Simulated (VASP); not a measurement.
A run of VASP 6.6.1:

The input INCAR:

```
SYSTEM = Na2S
PREC = Accurate
ENCUT = 500
EDIFF = 1E-6
ISMEAR = 0
SIGMA = 0.01
LREAL = Auto
LASPH = .TRUE.
NELM = 120
ALGO = Normal
ISIF = 2
LWAVE = .FALSE.
LCHARG = .FALSE.
GGA = PE
NBANDS = 190
GGA_COMPAT = .FALSE.
```

KPOINTS

```
Automatic mesh
0
Gamma
  2 2 2
  0.5 0.5 0.5
```

POSCAR

```
Na2S
1.0
   -6.5672503468     -6.5672503468      6.5672503468
    6.5672503468      6.5672503468      6.5672503468
   -6.5672503468      6.5672503468     -6.5672503468
Na S
32 16
Direct
    0.0000000000      0.2500000000      0.0000000000
    0.2500000000      0.2500000000      0.7500000000
    0.0000000000      0.5000000000      0.7500000000
    0.5000000000      0.2500000000      0.5000000000
    0.2500000000      0.5000000000      0.5000000000
    0.0000000000      0.7500000000      0.5000000000
    0.7500000000      0.2500000000      0.2500000000
    0.5000000000      0.5000000000      0.2500000000
    0.2500000000      0.7500000000      0.2500000000
    0.0000000000      0.0000000000      0.2500000000
    0.7500000000      0.5000000000      0.0000000000
    0.5000000000      0.7500000000      0.0000000000
    0.2500000000      0.0000000000      0.0000000000
    0.7500000000      0.7500000000      0.7500000000
    0.5000000000      0.0000000000      0.7500000000
    0.7500000000      0.0000000000      0.5000000000
    0.0000000000      0.7500000000      0.0000000000
    0.2500000000      0.7500000000      0.7500000000
    0.0000000000      0.0000000000      0.7500000000
    0.5000000000      0.7500000000      0.5000000000
    0.2500000000      0.0000000000      0.5000000000
    0.0000000000      0.2500000000      0.5000000000
    0.7500000000      0.7500000000      0.2500000000
    0.5000000000      0.0000000000      0.2500000000
    0.2500000000      0.2500000000      0.2500000000
    0.0000000000      0.5000000000      0.2500000000
    0.7500000000      0.0000000000      0.0000000000
    0.5000000000      0.2500000000      0.0000000000
    0.2500000000      0.5000000000      0.0000000000
    0.7500000000      0.2500000000      0.7500000000
    0.5000000000      0.5000000000      0.7500000000
    0.7500000000      0.5000000000      0.5000000000
    0.0000000000      0.0000000000      0.0000000000
    0.2500000000      0.0000000000      0.7500000000
    0.0000000000      0.2500000000      0.7500000000
    0.5000000000      0.0000000000      0.5000000000
    0.2500000000      0.2500000000      0.5000000000
    0.0000000000      0.5000000000      0.5000000000
    0.7500000000      0.0000000000      0.2500000000
    0.5000000000      0.2500000000      0.2500000000
    0.2500000000      0.5000000000      0.2500000000
    0.0000000000      0.7500000000      0.2500000000
    0.7500000000      0.2500000000      0.0000000000
    0.5000000000      0.5000000000      0.0000000000
    0.2500000000      0.7500000000      0.0000000000
    0.7500000000      0.5000000000      0.7500000000
    0.5000000000      0.7500000000      0.7500000000
    0.7500000000      0.7500000000      0.5000000000
```

Potentials or basis: VASP PAW PBE potentials, release 64 (Na_pv, S).

Command:

```sh
$ cat potpaw_PBE.64/Na_pv/POTCAR potpaw_PBE.64/S/POTCAR > POTCAR
$ mpirun -np 1 vasp_std > vasp.out
```

Hardware: 1 thread of AMD EPYC 9R45 96-Core Processor (Zen 5), on a shared host.

Question: How long does it take, and how much memory?

Answer: Wall time 8.1 min on 1 thread of AMD EPYC 9R45 96-Core Processor (Zen 5) (shared host), peak memory 1.1 GiB. Counts: scf iterations 16, k points 2.
